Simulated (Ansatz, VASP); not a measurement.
**CdS in VASP and in Ansatz**

File INCAR:

```
PREC     = Accurate       # precision mode
ENCUT    = 520            # plane-wave cutoff, eV
EDIFF    = 1E-6           # SCF threshold, eV
ISMEAR   = -1             # smearing method
SIGMA    = 0.01           # smearing width, eV
LREAL    = False          # projectors in reciprocal space
LASPH    = True           # aspherical terms in the spheres
NELM     = 100            # most SCF steps
ALGO     = Normal         # electronic algorithm
ISIF     = 2              # what is computed and relaxed
LWAVE    = False          # write WAVECAR
LCHARG   = False          # write CHGCAR
GGA      = PS             # functional
NBANDS   = 26             # bands
```

File KPOINTS:

```
regular mesh
0
Gamma
  7 7 4
```

The input POSCAR:

```
CdS
1.0
    4.1347992034     -0.0206739960     -0.0206739960
   -2.0853038074      3.5911781477     -0.0075672077
   -0.0337450000     -0.0337450000      6.7490000000
Cd S
2 2
Direct
    0.3333333333      0.6666666667      0.0000000000
    0.6666666667      0.3333333333      0.5000000000
    0.3333333333      0.6666666667      0.3850000000
    0.6666666667      0.3333333333      0.8850000000
```

Input for Ansatz:

```yaml
crystal:
  lattice:
    - [4.1347992034, -0.020673996, -0.020673996]
    - [-2.0853038074, 3.5911781477, -0.0075672077]
    - [-0.033745, -0.033745, 6.749]
  atoms:
    - { symbol: Cd, position: [0.3333333333, 0.6666666667, 0.0] }
    - { symbol: Cd, position: [0.6666666667, 0.3333333333, 0.5] }
    - { symbol: S, position: [0.3333333333, 0.6666666667, 0.385] }
    - { symbol: S, position: [0.6666666667, 0.3333333333, 0.885] }
kpoints:
  mp_grid: { grid: [7, 7, 4] }
  band_path:
    path:
      - [0.0, 0.0, 0.0]
      - [0.0, 0.0, 0.5]
      - [-0.5, 0.5, 0.0]
      - [0.0, 0.0, 0.0]
      - [0.0, -0.5, 0.0]
      - [-0.5, 0.0, 0.5]
      - [0.0, 0.0, 0.0]
      - [-0.5, 0.0, 0.0]
      - [0.0, -0.5, 0.5]
    npoints: 5
scf:
  occupations: { method: fermi_dirac, width: 0.01 }
hamiltonian:
  xc: pbesol
  pseudopotentials: { kind: all_electron, lapw: { basis_error: 0.001 } }
output:
  forces: true
  stress: true
  eigenvalues: true
```

Change from the starting cell: equal xy, yz and zx shear strains of -1 %.

Alike in both runs: task single point; functional PBEsol; k mesh 7 × 7 × 4; occupations fermi-dirac, width 0.01 eV; no spin polarisation.

|  | VASP | Ansatz |
| --- | --- | --- |
| version | VASP 6.6.1 | Ansatz 0.2.0 |
| potentials or method | VASP PAW PBE potentials, release 64 (Cd, S), cutoff 520 eV | all-electron LAPW, scalar-relativistic |

```tsv
	VASP	Ansatz	Ansatz less VASP
gap on the k mesh at the Fermi level (eV)	1.07	1.06	-0.003
pressure (GPa)	-0.2	-0.5	-0.36
traceless stress, the component that is largest in VASP (GPa)	-1.42	-1.37	+0.054
rms of the force components (eV/Å)	0.157	0.151	-0.0053
```

VASP's potentials were made for PBE, not for PBEsol. Atom by atom the forces differ by 0.005 eV/Å (rms over components). Ansatz ran all-electron here, and VASP with PAW potentials.
